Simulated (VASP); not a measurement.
Crystal: AlRu.

```xyz
2
Lattice="2.9715 0.0000 0.0000 0.0000 2.9715 0.0000 0.0000 0.0000 2.9715" Properties=species:S:1:pos:R:3 pbc="T T T"
Ru    1.4858    1.4858    1.4858
Al    0.0000    0.0000    0.0000
```

This cell differs from its parent crystal: volume scaled by 0.98.

Base run:

| Item | Value |
| --- | --- |
| Program | VASP 6.6.1 |
| Functional | PBEsol |
| Potentials or basis | VASP PAW PBE potentials, release 64 (Ru_pv, Al) |
| Cutoff | 520 eV |
| k mesh | 9 × 9 × 9 |
| Occupations | fermi-dirac, width 0.05 eV |
| Spin | no spin polarisation |

Its results: pressure 1.1 GPa.

The run is repeated on the same cell with these changes: functional from PBEsol to PBE0; k mesh from 9 × 9 × 9 to 4 × 4 × 4. What comes out?

Pressure -2.9 GPa.

Several settings changed at once, so the effect can't be laid on one alone.

Caveats: some runs use coarse meshes; the PAW data sets were made with another functional, which shifts forces and pressure a little.
